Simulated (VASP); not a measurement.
Set up this calculation in VASP 6.6.1, as the native input.

```yaml
Task: single point
Functional: PBE
Potentials_or_basis: VASP PAW PBE potentials, release 64 (Ca_sv)
Cutoff: 520 eV
k_mesh: 18 × 18 × 16
Occupations: gaussian, width 0.1 eV
Spin: no spin polarisation
Dipole_correction: no
Further_INCAR_settings: ALGO = Fast; EDIFF = 1e-06; NBANDS = 11
```

The structure of Ca lies in POSCAR:

```
Ca
1.0
    3.7555722276      0.0000000000      0.0000000000
   -1.8777861138      3.2524209548      0.0000000000
    0.0000000000      0.0000000000      3.5012243598
Ca
1
Direct
    0.0000000000      0.0000000000      0.0000000000
```

This isn't the form of Ca at room conditions, which is fcc.

The input as run:

INCAR

```
SYSTEM = Ca
ALGO     = Fast           ! electronic algorithm
EDIFF    = 1E-6           ! SCF threshold, eV
ENCUT    = 520            ! plane-wave cutoff, eV
GGA      = PE             ! functional
ISIF     = 2              ! what is computed and relaxed
ISMEAR   = 0              ! smearing method
LASPH    = .True.         ! aspherical terms in the spheres
LCHARG   = .True.         ! write CHGCAR
LELF     = .True.         ! ELF
LREAL    = .False.        ! projectors in reciprocal space
LVHAR    = .True.       
LWAVE    = .False.        ! write WAVECAR
NBANDS   = 11             ! bands
NELM     = 60             ! most SCF steps
PREC     = Accurate       ! precision mode
SIGMA    = 0.1            ! smearing width, eV
```

KPOINTS

```
k-points
0
Gamma
  18 18 16
  0 0 0
```

Potentials or basis: VASP PAW PBE potentials, release 64 (Ca_sv).

Launch:

```console
$ cat potpaw_PBE.64/Ca_sv/POTCAR > POTCAR
$ mpirun -np 1 vasp_std > vasp.out
```

Results of the run:

```yaml
Pressure: 0.0 GPa
Band_gap_on_the_k_mesh: zero (bands 5 and 6 overlap by 1.19 eV)
```

Wall time 3.1 min on 1 thread of Intel Xeon 8259CL, with other jobs on the host, peak memory 0.28 GiB.
